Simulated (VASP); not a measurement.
Here is a VASP 6.6.1 calculation.

File INCAR:

```
PREC = Accurate
ENCUT = 700
EDIFF = 1E-6
ISMEAR = -1
SIGMA = 0.02
LREAL = False
LASPH = True
NELM = 120
ALGO = Normal
ISIF = 2
LWAVE = False
LCHARG = False
GGA = PS
NBANDS = 25
GGA_COMPAT = False
```

KPOINTS

```
regular mesh
0
Gamma
  7 7 5
```

File POSCAR:

```
CdH2O2
1.0
    3.8398220000      0.0000000000      0.0000000000
   -1.9199110000      3.3253833980      0.0000000000
    0.0000000000      0.0000000000      4.4413930000
Cd H O
1 2 2
Direct
    0.3333330000      0.6666670000      0.9873000000
    0.0000000000      0.0000000000      0.0080770000
    0.6666670000      0.3333330000      0.4318850000
    0.0000000000      0.0000000000      0.7861940000
    0.6666670000      0.3333330000      0.2118940000
```

Potentials or basis: VASP PAW PBE potentials, release 64 (Cd_sv_GW, H, O).

Run with:

```console
$ cat potpaw_PBE.64/Cd_sv_GW/POTCAR potpaw_PBE.64/H/POTCAR potpaw_PBE.64/O/POTCAR > POTCAR
$ mpirun -np 1 vasp_std > vasp.out
```

Problem. What does it give for the pressure?

Solution. -4.3 GPa.

Problem. Predict the band gap on the k mesh.

Solution. 1.14 eV (least direct gap 1.66 eV).

Problem. Predict the largest force.

Solution. 0.560 eV/Å.

Forces on the atoms (eV/Å):
```
Cd   0.000  0.000 -0.045
H    0.000  0.000  0.278
H    0.000  0.000  0.160
O    0.000  0.000  0.167
O    0.000  0.000 -0.560
```

Caveat: the cell stands under tension; the PAW data sets were made with another functional, which shifts forces and pressure a little. A k mesh can miss the band edges.
